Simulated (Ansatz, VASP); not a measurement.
# AlNi in VASP and in Ansatz

```
CELL_PARAMETERS angstrom
3.00276 0.00000 0.00000
0.00000 3.00276 0.00000
0.00000 0.00000 3.00276
ATOMIC_POSITIONS crystal
Al 0.50000 0.50000 0.50000
Ni 0.00000 0.00000 0.00000
```

Alike in both runs: functional PBE; k mesh 13 × 13 × 13; occupations fermi-dirac, width 1 eV; no spin polarisation.

Ansatz relaxed the structure, and its values are those at the end. VASP's run is a single point on that final structure, the one shown.

|  | VASP | Ansatz |
| --- | --- | --- |
| version | VASP 6.6.1 | Ansatz 0.2.0 |
| potentials or method | VASP PAW PBE potentials, release 64 (Al, Ni), cutoff 600 eV | plane-wave PAW DFT |
| valence electrons in the cell | 13 | 21 |

```csv
,VASP,Ansatz,Ansatz less VASP
pressure (GPa),0.0,0.0,-0.03
```

VASP's potentials hold 13 valence electrons a cell and Ansatz's 21, so a difference there can come from the potentials and not from the codes.
